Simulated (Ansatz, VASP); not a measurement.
Two plane-wave programs on Ti

```
Ti
1.0
    -1.67976    1.67976    1.44661
     1.67976   -1.67976    1.44661
     1.67976    1.67976   -1.44661
Ti
1
Cartesian
  0.0000 0.0000 0.0000
```

Alike in both runs: task single point; functional PBE; k mesh 22 × 22 × 22; occupations gaussian, width 0.15 eV; no spin polarisation.

|  | VASP | Ansatz |
| --- | --- | --- |
| version | VASP 6.6.1 | Ansatz 0.2.0 |
| potentials or method | VASP PAW PBE potentials, release 64 (Ti_sv), cutoff 520 eV | scalar-relativistic, plane waves, PAW |
| valence electrons in the cell | 12 | 12 |

Ansatz gave:

* gap on the k mesh at the Fermi level (eV): none
* pressure (GPa): 6.4
* traceless stress, the component that is largest in VASP (GPa): 0.31

Q: What did VASP give for the same quantities?

A: gap on the k mesh at the Fermi level (eV): none; pressure (GPa): 6.0; traceless stress, the component that is largest in VASP (GPa): 0.26.

A gap of «none» marks a metal or a gap that the smearing closes. With one functional, cell and mesh, what is left measures potentials, basis and numerics.
